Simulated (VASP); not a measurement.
# Si2Mo (I4/mmm) in VASP: notebook, part 2 of 2

VASP 6.6.1.

**3. Single point, PBEsol**

This run uses another cell than the first one, of 12.98 Å³/atom, 1.020 times its volume.

Contents of INCAR:

```
SYSTEM = Si2Mo
  ALGO = Normal
  EDIFF = 1E-6
  ENCUT = 520
  GGA = PS
  ISIF = 2
  ISMEAR = -1
  LASPH = .TRUE.
  LCHARG = .FALSE.
  LREAL = .FALSE.
  LWAVE = .FALSE.
  NBANDS = 18
  NELM = 80
  PREC = Accurate
  SIGMA = 0.05
```

Contents of KPOINTS:

```
k-points
0
G
  12 12 12
  0 0 0
```

Contents of POSCAR:

```
Si2Mo
1.0
   -1.5827798089      1.5827798089      3.8863426469
    1.5827798089     -1.5827798089      3.8863426469
    1.5827798089      1.5827798089     -3.8863426469
Mo Si
1 2
Direct
    0.0000000000      0.0000000000      0.0000000000
    0.6653102561      0.6653102561      0.0000000000
    0.3346897439      0.3346897439      0.0000000000
```

Potentials or basis: VASP PAW PBE potentials, release 64 (Mo_sv, Si).

Command:

```console
> cat potpaw_PBE.64/Mo_sv/POTCAR potpaw_PBE.64/Si/POTCAR > POTCAR
> mpirun -np 1 vasp_std > vasp.out
```

OUTCAR:

```text
SYSTEM = Si2Mo
   EDIFF = 1E-6
   ENCUT = 520
   GGA = PS
   ISIF = 2
   ISMEAR = -1
   LASPH = .TRUE.
   LREAL = .FALSE.
   NELM = 80
   PREC = Accurate

 ion  position               nearest neighbor table
   1  0.000  0.000  0.000-   2 2.58   3 2.58   2 2.58   3 2.58   2 2.58   3 2.58   3 2.58   2 2.58
                             2 2.60   3 2.60
   2  0.665  0.665  0.000-   3 2.57   1 2.58   1 2.58   1 2.58   1 2.58   3 2.60   3 2.60   3 2.60
                             3 2.60   1 2.60
   3  0.335  0.335  0.000-   2 2.57   1 2.58   1 2.58   1 2.58   1 2.58   2 2.60   2 2.60   2 2.60
                             2 2.60   1 2.60

  LATTYP: Found a body centered tetragonal cell.
 ALAT       =     3.1655596178
 C/A-ratio  =     2.4553905888

  Lattice vectors:

 A1 = (  -1.5827798089,   1.5827798089,   3.8863426469)
 A2 = (   1.5827798089,  -1.5827798089,   3.8863426469)
 A3 = (   1.5827798089,   1.5827798089,  -3.8863426469)

Analysis of symmetry for initial positions (statically):
=====================================================================
 Subroutine PRICEL returns:
 Original cell was already a primitive cell.

 Routine SETGRP: Setting up the symmetry group for a
 body centered tetragonal supercell.

 Subroutine GETGRP returns: Found 16 space group operations
 (whereof 16 operations were pure point group operations)
 out of a pool of 16 trial point group operations.

The static configuration has the point symmetry D_4h.

Analysis of symmetry for dynamics (positions and initial velocities):
=====================================================================
 Subroutine PRICEL returns:
 Original cell was already a primitive cell.

 Routine SETGRP: Setting up the symmetry group for a
 body centered tetragonal supercell.

 Subroutine GETGRP returns: Found 16 space group operations
 (whereof 16 operations were pure point group operations)
 out of a pool of 16 trial point group operations.

The dynamic configuration has the point symmetry D_4h.

[... 114 lines left out ...]
   EFERMI =   0.00;   METHOD = LEGACY
   ISMEAR =    -1;   SIGMA  =   0.05  broadening in eV -4-tet -1-fermi 0-gaus
   EFERMI_NEDOS =   21; number of points for ismear=-14 and -15
   IALGO  =     38    algorithm
   IMIX   =      4    mixing-type and parameters
     AMIX     =   0.40;   BMIX     =  1.00
     AMIX_MAG =   1.60;   BMIX_MAG =  1.00
  volume/ion in A,a.u.               =      12.98        87.60
  Fermi-wavevector in a.u.,A,eV,Ry     =   1.353324  2.557411 24.918868  1.831485
  Thomas-Fermi vector in A             =   2.480589
   LORBIT       =      0    0 simple, 1 ext, 2 COOP (PROOUT), +10 PAW based schemes
   GGA     = PS    functional components
   LHFCALC =     F    Hartree Fock is set to
   AEXX    =    0.0000 exact exchange contribution
   IVDW    =     0    specifies the selected vdW correction
   LEPSILON=     F    determine dielectric tensor
   LRPA    =     F    only Hartree local field effects (RPA)
 non-spin polarized calculation
  energy-cutoff  :      520.00
  volume of cell :       38.94
 maximum number of plane-waves:      1076
 NGX is ok and might be reduce to    36
   NGX = 17   NGY = 17   NGZ = 17

 number of electron      22.0000000 magnetization

 Free energy of the ion-electron system (eV)
  ---------------------------------------------------
  ext. energy  EPLUGINS =         0.00000000
  ---------------------------------------------------
  free energy    TOTEN  =       -25.06456178 eV

  energy without entropy =      -25.06224915  energy(sigma->0) =      -25.06340546

 E-fermi :  12.6685     XC(G=0): -12.6662

 val. band max:       12.6096872501   @ k =  -0.4167   0.5000   0.3333
 cond. band min:      12.6860818953   @ k =   0.0833  -0.0000   0.0000
 fundamental gap:      0.0763946452
 Fermi energy:        12.6685068502

 k-point     1 :       0.0000    0.0000    0.0000
  band No.  band energies     occupation
      1     -47.9092      2.00000
      2     -22.1189      2.00000
      3     -22.0173      2.00000
      4     -22.0173      2.00000
      5      -1.0065      2.00000
      6       6.0686      2.00000
[... 481 lines left out ...]
      5       2.0124      2.00000
      6       4.5516      2.00000
[... 10 lines left out ...]
     17      20.1828      0.00000
     18      21.1389      0.00000

 [... further k-points ...]
[... 5 lines left out ...]
  --------------------------------------------------------------------------------------
  -------------------------------------------------------------------------------------
  Total        1.3071746      1.3071746      1.3099794      0.0000000     -0.0000000      0.0000000
  in kB       53.7776859     53.7776859     53.8930772      0.0000000     -0.0000000      0.0000000
  external PRESSURE =      53.8161497 kB  Pullay stress =       0.0000000 kB

 VOLUME and BASIS-vectors are now :
 -----------------------------------------------------------------------------
  energy-cutoff  :      520.00
  volume of cell :       38.94
      direct lattice vectors                 reciprocal lattice vectors
    -1.582779809  1.582779809  3.886342647     0.000000000  0.315899911  0.128655666
     1.582779809 -1.582779809  3.886342647     0.315899911  0.000000000  0.128655666
     1.582779809  1.582779809 -3.886342647     0.315899911  0.315899911  0.000000000

 POSITION                                       TOTAL-FORCE (eV/Angst)
 -----------------------------------------------------------------------------------
      0.00000      0.00000      0.00000        -0.000000     -0.000000     -0.000000
      0.00000      0.00000      5.17125        -0.000000     -0.000000     -0.001276
      0.00000      0.00000      2.60144         0.000000      0.000000      0.001276
 -----------------------------------------------------------------------------------
    total drift:                                0.000000     -0.000000      0.000000

  FREE ENERGIE OF THE ION-ELECTRON SYSTEM (eV)
  ---------------------------------------------------
  free  energy   TOTEN  =       -25.0645617759 eV

  energy  without entropy=      -25.0622491541  energy(sigma->0) =      -25.06340546
```

OSZICAR:

```text
N       E                     dE             d eps       ncg     rms          rms(c)
DAV:   1     0.120318806913E+03    0.12032E+03   -0.11358E+04  5892   0.117E+03
DAV:   2    -0.229301932092E+02   -0.14325E+03   -0.14037E+03  7034   0.299E+02
DAV:   3    -0.259968605822E+02   -0.30667E+01   -0.30413E+01  7188   0.391E+01
DAV:   4    -0.260139533955E+02   -0.17093E-01   -0.17080E-01  6936   0.317E+00
DAV:   5    -0.260140602117E+02   -0.10682E-03   -0.10681E-03  6934   0.267E-01    0.243E+01
DAV:   6    -0.252275182769E+02    0.78654E+00   -0.53223E+00  6192   0.154E+01    0.549E+00
DAV:   7    -0.251057921148E+02    0.12173E+00   -0.76458E-01  6122   0.533E+00    0.500E+00
DAV:   8    -0.250656838176E+02    0.40108E-01   -0.10396E-01  6374   0.237E+00    0.449E-01
DAV:   9    -0.250646841084E+02    0.99971E-03   -0.19097E-03  6856   0.352E-01    0.238E-01
DAV:  10    -0.250645756917E+02    0.10842E-03   -0.46679E-04  6560   0.183E-01    0.598E-02
DAV:  11    -0.250645641540E+02    0.11538E-04   -0.13706E-04  6472   0.866E-02    0.355E-02
DAV:  12    -0.250645626145E+02    0.15395E-05   -0.22964E-05  6274   0.341E-02    0.122E-02
DAV:  13    -0.250645617759E+02    0.83863E-06   -0.22181E-06  4590   0.123E-02
   1 F= -.25064562E+02 E0= -.25063405E+02  d E =-.231262E-02
```

Run time: 2.3 min. Hardware: 1 thread of Intel Xeon 6975P-C (Granite Rapids), shared host; peak memory 0.27 GiB.

Results:

```yaml
Free_energy: -25.0646 eV
Pressure: 5.4 GPa
Band_gap_on_the_k_mesh: zero (band 11 reaches 13.18 eV, above the bottom of band 12 at 12.21 eV)
```

Caveat: the PAW data sets were made with another functional, which shifts forces and pressure a little.

**4. Single point, PBEsol**

This run uses another cell than the first one, of 13.27 Å³/atom, 1.043 times its volume.

Contents of INCAR:

```
SYSTEM = Si2Mo
PREC = Accurate ; ENCUT = 520
EDIFF = 1E-6 ; ISMEAR = -1
SIGMA = 0.05 ; LREAL = .False.
LASPH = .True. ; NELM = 60
ALGO = Normal ; ISIF = 2
LWAVE = .False. ; LCHARG = .False.
GGA = PS ; NBANDS = 18
```

Contents of KPOINTS:

```
regular mesh
0
Gamma
  12 12 12
  0 0 0
```

Contents of POSCAR:

```
Si2Mo
1.0
   -1.5950990056      1.5950990056      3.9111601973
    1.5950990056     -1.5950990056      3.9111601973
    1.5950990056      1.5950990056     -3.9111601973
Mo Si
1 2
Direct
    0.0000000000      0.0000000000      0.0000000000
    0.6649536051      0.6649536051      0.0000000000
    0.3350463949      0.3350463949      0.0000000000
```

Potentials or basis: VASP PAW PBE potentials, release 64 (Mo_sv, Si).

Command:

```console
> cat potpaw_PBE.64/Mo_sv/POTCAR potpaw_PBE.64/Si/POTCAR > POTCAR
> mpirun -np 1 vasp_std > vasp.out
```

OUTCAR:

```text
SYSTEM = Si2Mo
   PREC = Accurate
   ENCUT = 520
   EDIFF = 1E-6
   ISMEAR = -1
   LREAL = .False.
   LASPH = .True.
   NELM = 60
   ISIF = 2
   GGA = PS

 ion  position               nearest neighbor table
   1  0.000  0.000  0.000-   2 2.60   2 2.60   3 2.60   3 2.60   2 2.60   2 2.60   3 2.60   3 2.60
                             2 2.62   3 2.62
   2  0.665  0.665  0.000-   3 2.58   1 2.60   1 2.60   1 2.60   1 2.60   3 2.62   3 2.62   3 2.62
                             3 2.62   1 2.62
   3  0.335  0.335  0.000-   2 2.58   1 2.60   1 2.60   1 2.60   1 2.60   2 2.62   2 2.62   2 2.62
                             2 2.62   1 2.62

[... 695 lines left out ...]
     18      20.6356      0.00000

 [... further k-points ...]
[... 5 lines left out ...]
  --------------------------------------------------------------------------------------
  -------------------------------------------------------------------------------------
  Total        0.0879625      0.0879625      0.0773889      0.0000000      0.0000000      0.0000000
  in kB        3.5405222      3.5405222      3.1149286      0.0000000      0.0000000      0.0000000
  external PRESSURE =       3.3986577 kB  Pullay stress =       0.0000000 kB

 VOLUME and BASIS-vectors are now :
 -----------------------------------------------------------------------------
  energy-cutoff  :      520.00
  volume of cell :       39.81
      direct lattice vectors                 reciprocal lattice vectors
    -1.595099006  1.595099006  3.911160197     0.000000000  0.313460167  0.127839305
     1.595099006 -1.595099006  3.911160197     0.313460167  0.000000000  0.127839305
     1.595099006  1.595099006 -3.911160197     0.313460167  0.313460167  0.000000000

 POSITION                                       TOTAL-FORCE (eV/Angst)
 -----------------------------------------------------------------------------------
      0.00000      0.00000      0.00000        -0.000000     -0.000000     -0.000000
      0.00000      0.00000      5.20148        -0.000000     -0.000000      0.003424
      0.00000      0.00000      2.62084         0.000000      0.000000     -0.003424
 -----------------------------------------------------------------------------------
    total drift:                                0.000000     -0.000000     -0.000000

  FREE ENERGIE OF THE ION-ELECTRON SYSTEM (eV)
  ---------------------------------------------------
  free  energy   TOTEN  =       -25.0798497891 eV

  energy  without entropy=      -25.0774323987  energy(sigma->0) =      -25.07864109
```

OSZICAR:

```text
N       E                     dE             d eps       ncg     rms          rms(c)
DAV:   1     0.117604324044E+03    0.11760E+03   -0.11332E+04  5868   0.117E+03
DAV:   2    -0.230440096221E+02   -0.14065E+03   -0.13787E+03  7086   0.297E+02
DAV:   3    -0.260319086445E+02   -0.29879E+01   -0.29508E+01  7104   0.385E+01
DAV:   4    -0.260485778237E+02   -0.16669E-01   -0.16656E-01  6996   0.315E+00
DAV:   5    -0.260486881354E+02   -0.11031E-03   -0.11031E-03  6952   0.265E-01    0.231E+01
DAV:   6    -0.252536660798E+02    0.79502E+00   -0.56498E+00  6192   0.156E+01    0.506E+00
DAV:   7    -0.251223897332E+02    0.13128E+00   -0.84555E-01  6128   0.555E+00    0.476E+00
DAV:   8    -0.250810458529E+02    0.41344E-01   -0.10897E-01  6388   0.240E+00    0.451E-01
DAV:   9    -0.250799755332E+02    0.10703E-02   -0.20751E-03  6900   0.359E-01    0.244E-01
DAV:  10    -0.250798659374E+02    0.10960E-03   -0.50779E-04  6536   0.191E-01    0.598E-02
DAV:  11    -0.250798528379E+02    0.13099E-04   -0.16208E-04  6446   0.943E-02    0.405E-02
DAV:  12    -0.250798503970E+02    0.24409E-05   -0.24809E-05  6260   0.356E-02    0.102E-02
DAV:  13    -0.250798497891E+02    0.60788E-06   -0.15762E-06  3720   0.106E-02
   1 F= -.25079850E+02 E0= -.25078641E+02  d E =-.241739E-02
```

Wall time 2.5 min (1 thread of Intel Xeon 6975P-C (Granite Rapids), shared host); peak memory 0.27 GiB.

Results:

```yaml
Free_energy: -25.0798 eV
Pressure: 0.3 GPa
Largest_force: 0.003 eV/Å
Band_gap_on_the_k_mesh: zero (band 11 reaches 12.82 eV, above the bottom of band 12 at 11.88 eV)
```

Forces in eV/Å, atoms in the order of the input:
```
Mo   0.000  0.000  0.000
Si   0.000  0.000  0.003
Si   0.000  0.000 -0.003
```

Levels at points of the mesh, in eV from the Fermi level:
```tsv
k point	band 9	band 10	band 11	band 12	band 13	band 14
(0.00, 0.00, 0.00)	-2.63	-2.63	0.39	3.14	3.24	3.57
(0.50, 0.00, 0.00)	-2.62	-2.60	-0.51	2.30	3.14	4.16
(0.50, 0.50, 0.00)	-4.47	-3.10	-1.21	2.35	2.78	3.19
(0.50, 0.50, 0.50)	-0.58	-0.58	-0.45	-0.45	0.53	4.77
```

Caveat: the PAW data sets were made with another functional, which shifts forces and pressure a little.

**5. Relaxation of cell and atoms, PBEsol**

This run uses another cell than the first one, of 13.42 Å³/atom, 1.054 times its volume.

Contents of INCAR:

```
SYSTEM = Si2Mo
PREC     = Accurate       ! precision mode
ENCUT    = 600            ! plane-wave cutoff, eV
EDIFF    = 1E-7           ! SCF threshold, eV
ISMEAR   = -1             ! smearing method
SIGMA    = 0.05           ! smearing width, eV
LREAL    = .False.        ! projectors in reciprocal space
LASPH    = .True.         ! aspherical terms in the spheres
NELM     = 60             ! most SCF steps
ALGO     = Normal         ! electronic algorithm
ISIF     = 3              ! what is computed and relaxed
LWAVE    = .False.        ! write WAVECAR
LCHARG   = .False.        ! write CHGCAR
GGA      = PS             ! functional
IBRION   = 2              ! ionic algorithm
NSW      = 80             ! ionic steps
EDIFFG   = -0.01          ! ionic threshold
```

Contents of KPOINTS:

```
Automatic mesh
0
Gamma
  12 12 12
  0 0 0
```

Contents of POSCAR:

```
Si2Mo
1.0
   -1.6000000000      1.6000000000      3.9305000000
    1.6000000000     -1.6000000000      3.9305000000
    1.6000000000      1.6000000000     -3.9305000000
Mo Si
1 2
Direct
    0.0000000000      0.0000000000      0.0000000000
    0.6670000000      0.6670000000      0.0000000000
    0.3330000000      0.3330000000      0.0000000000
```

Command:

```console
> cat potpaw_PBE.64/Mo_sv/POTCAR potpaw_PBE.64/Si/POTCAR > POTCAR
> mpirun -np 1 vasp_std > vasp.out
```

Run time: 6.6 min. Hardware: 1 thread of Intel Xeon 6975P-C (Granite Rapids), shared host; peak memory 0.29 GiB.

Results (log left out):

* Free energy: -25.0801 eV
* Relaxed volume: 13.29 Å³/atom
* Relaxed cell: a = 4.516 Å, b = 4.516 Å, c = 4.516 Å, α = 138.60°, β = 138.60°, γ = 59.98°
* Space group after relaxing (to 0.05 Å): I4/mmm (No. 139)
* Energy gained by relaxing: 2.8 meV/atom
* Ionic steps: 4
* Pressure after relaxing: 0.0 GPa
* Band gap on the k mesh: zero (band 11 reaches 12.80 eV, above the bottom of band 12 at 11.85 eV)

Stress tensor (GPa, compression positive):
```
-0.05  0.00  0.00
 0.00 -0.05  0.00
 0.00  0.00  0.12
```

The path:
| step | energy change (eV) | largest force (eV/Å) | pressure (GPa) | volume (Å³) |
| --- | --- | --- | --- | --- |
| 1 | 0.0000 | 0.3223 | -2.40 | 40.25 |
| 2 | 0.0029 | 0.0395 | 4.60 | 39.09 |
| 3 | -0.0066 | 0.1663 | 0.68 | 39.71 |
| 4 | -0.0084 | 0.0011 | 0.01 | 39.86 |

Final structure:
```xyz
3
Lattice="-1.5962 1.5962 3.9114 1.5962 -1.5962 3.9114 1.5962 1.5962 -3.9114" Properties=species:S:1:pos:R:3 pbc="T T T"
Mo    1.5962    1.5962    3.9113
Si    1.5962    1.5962    1.2904
Si    0.0000    0.0000    2.6210
```

Levels at points of the mesh, in eV from the Fermi level:
```
           k point  band 9  band 10  band 11  band 12  band 13  band 14
(0.00, 0.00, 0.00)   -2.63    -2.63     0.39     3.15     3.23     3.56
(0.50, 0.00, 0.00)   -2.61    -2.59    -0.51     2.29     3.14     4.15
(0.50, 0.50, 0.00)   -4.46    -3.09    -1.21     2.34     2.78     3.19
(0.50, 0.50, 0.50)   -0.58    -0.58    -0.45    -0.45     0.53     4.78
```

Caveat: the PAW data sets were made with another functional, which shifts forces and pressure a little.

**6. Single point, LDA**

This run uses another cell than the first one, of 12.61 Å³/atom, 0.991 times its volume.

Contents of INCAR:

```
SYSTEM = Si2Mo
  PREC = Accurate
  ENCUT = 520
  EDIFF = 1E-6
  ISMEAR = -1
  SIGMA = 0.05
  LREAL = .FALSE.
  LASPH = .TRUE.
  NELM = 100
  ALGO = Normal
  ISIF = 2
  LWAVE = .FALSE.
  LCHARG = .FALSE.
  NBANDS = 18
```

Contents of KPOINTS:

```
regular mesh
0
G
  12 12 12
  0 0 0
```

Contents of POSCAR:

```
Si2Mo
1.0
   -1.5673377739      1.5673377739      3.8502632003
    1.5673377739     -1.5673377739      3.8502632003
    1.5673377739      1.5673377739     -3.8502632003
Mo Si
1 2
Direct
    0.0000000000      0.0000000000      0.0000000000
    0.6670000000      0.6670000000      0.0000000000
    0.3330000000      0.3330000000      0.0000000000
```

Potentials or basis: VASP PAW LDA potentials, release 64 (Mo_sv, Si).

Command:

```console
> cat potpaw_LDA.64/Mo_sv/POTCAR potpaw_LDA.64/Si/POTCAR > POTCAR
> mpirun -np 1 vasp_std > vasp.out
```

Run time: 1.9 min. Hardware: 1 thread of Intel Xeon Platinum 8259CL at 2.50GHz (Skylake/Cascade Lake), shared host; peak memory 0.24 GiB.

The run converged. Its results:

```
Free energy            : -25.7753 eV
Pressure               : 9.0 GPa
Largest force          : 0.265 eV/Å
Band gap on the k mesh : zero (band 11 reaches 13.72 eV, above the bottom of band 12 at 12.66 eV)
```

Forces in eV/Å, atoms in the order of the input:
```
Mo   0.000  0.000  0.000
Si   0.000  0.000 -0.265
Si   0.000  0.000  0.265
```

Levels at points of the mesh, in eV from the Fermi level:
```
           k point  band 7  band 8  band 9  band 10  band 11  band 12  band 13  band 14  band 15  band 16
(0.00, 0.00, 0.00)   -3.36   -3.35   -2.83    -2.83     0.44     2.95     3.44     3.82     3.82     4.36
(0.50, 0.00, 0.00)   -5.17   -4.60   -2.85    -2.69    -0.60     2.45     3.12     4.40     4.49     5.61
(0.50, 0.50, 0.00)   -5.92   -5.24   -4.72    -3.32    -1.08     2.51     2.97     3.24     3.46     4.91
(0.50, 0.50, 0.50)   -3.87   -2.48   -0.65    -0.65    -0.51    -0.51     0.60     4.83     5.80     5.99
```

**7. The runs side by side**

| task | level | potentials or basis | cell | cutoff (eV) | gap on the mesh (eV) | pressure (GPa) |
| --- | --- | --- | --- | --- | --- | --- |
| single point | PBEsol | VASP PAW PBE potentials, release 64 (Mo_sv, Si) | a = 4.458 Å, angles 138.7, 138.7, 59.8°, 3 atoms | 520 | none | 10.4 |
| single point | PBEsol | VASP PAW PBE potentials, release 64 (Mo_sv, Si) | a = 4.485 Å, angles 138.7, 138.7, 59.9°, 3 atoms | 520 | none | 5.4 |
| single point | PBEsol | VASP PAW PBE potentials, release 64 (Mo_sv, Si) | a = 4.515 Å, angles 138.6, 138.6, 59.9°, 3 atoms | 520 | none | 0.3 |
| relaxation of cell and atoms | PBEsol | VASP PAW PBE potentials, release 64 (Mo_sv, Si) | relaxed from a = 4.535 Å, angles 138.7, 138.7, 59.9°, 3 atoms | 600 | none | 0.0 |
| single point | LDA | VASP PAW LDA potentials, release 64 (Mo_sv, Si) | a = 4.443 Å, angles 138.7, 138.7, 59.9°, 3 atoms | 520 | none | 9.0 |

Alike in all rows: no spin polarisation; k mesh 12 × 12 × 12; smearing fermi-dirac 0.05 eV.

Caveats: the PAW data sets were made with another functional, which shifts forces and pressure a little (some runs).

Total energies depend on the potentials used, so only differences within one code and one set of settings carry meaning.
